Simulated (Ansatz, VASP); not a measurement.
## PbO: VASP beside Ansatz

```xyz
4
Lattice="4.0342 0.0000 0.0000 0.0000 4.0342 0.0000 0.0000 0.0000 4.9930" Properties=species:S:1:pos:R:3 pbc="T T T"
Pb    2.0171    0.0000    1.1872
Pb    0.0000    2.0171    3.8059
O     0.0000    0.0000    0.0000
O     2.0171    2.0171    0.0000
```

Alike in both runs: functional PBE; dispersion D3(BJ); k mesh 8 × 8 × 6; occupations gaussian, width 0.02 eV; no spin polarisation.

Ansatz relaxed the structure, and its values are those at the end. VASP's run is a single point on that final structure, the one shown.

```csv
,VASP,Ansatz
version,VASP 6.6.1,Ansatz 0.2.0
potentials or method,"VASP PAW PBE potentials, release 64 (Pb_d, O), cutoff 520 eV","scalar-relativistic, plane waves, PAW"
valence electrons in the cell,40,40
```

```csv
,VASP,Ansatz,Ansatz less VASP
gap on the k mesh at the Fermi level (eV),1.27,1.27,-0.006
least direct gap on the mesh (eV),2.18,2.18,-0.001
pressure (GPa),0.1,0.0,-0.08
rms of the force components (eV/Å),0.016,0.000,-0.0158
```

Ansatz's warnings: relaxed geometry near dispersion switch.

Neither program's run includes spin-orbit coupling.
